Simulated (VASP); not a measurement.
Wanted: the native input for a VASP 6.6.1 run.

| Item | Value |
| --- | --- |
| Task | relaxation of shape and atoms at fixed volume |
| Functional | PBE |
| Dispersion | D3(BJ) |
| Potentials or basis | VASP PAW PBE potentials, release 64 (P) |
| Cutoff | 600 eV |
| k mesh | 18 × 18 × 18 |
| Occupations | gaussian, width 0.05 eV |
| Spin | no spin polarisation |
| Dipole correction | no |
| Further INCAR settings | ALGO = Normal; EDIFF = 1e-06; IBRION = 2; EDIFFG = -0.01; NSW = 60; ISIF = 4 |

The structure of P lies in POSCAR:

```
P
1.0
    1.5252321588      0.8805931974      2.4909933928
   -1.5252321588      0.8805931974      2.4909933928
    0.0000000000     -1.7611863950      2.4909933927
P
2
Direct
    0.2499281154      0.2499281154      0.2499281154
    0.7500718846      0.7500718846      0.7500718846
```

This isn't the form of P at room conditions, which is orthorhombic.

The input as run:

INCAR

```
ALGO = Normal ; EDIFF = 1E-6
EDIFFG = -0.01 ; ENCUT = 600
GGA = PE ; IBRION = 2
ISIF = 4 ; ISMEAR = 0
IVDW = 12 ; LASPH = True
LCHARG = False ; LREAL = False
LWAVE = False ; NELM = 80
NSW = 60 ; PREC = Accurate
SIGMA = 0.05
```

KPOINTS

```
k-points
0
Gamma
  18 18 18
```

Potentials or basis: VASP PAW PBE potentials, release 64 (P).

Command:

```sh
$ cat potpaw_PBE.64/P/POTCAR > POTCAR
$ mpirun -np 1 vasp_std > vasp.out
```

It gave:

```json
{
 "Pressure after relaxing": "83.6 GPa",
 "Largest force after relaxing": "0.009 eV/Å",
 "Band gap on the k mesh": "zero (bands 5 and 6 overlap by 5.56 eV)",
 "Dispersion energy per atom": "-0.705 eV"
}
```

Caveat: the relaxation stopped at its first step, so nothing moved.

It took 35 s on 1 thread of Intel(R) Xeon(R) 6975P-C (Granite Rapids), with other jobs on the host, peak memory 0.22 GiB.
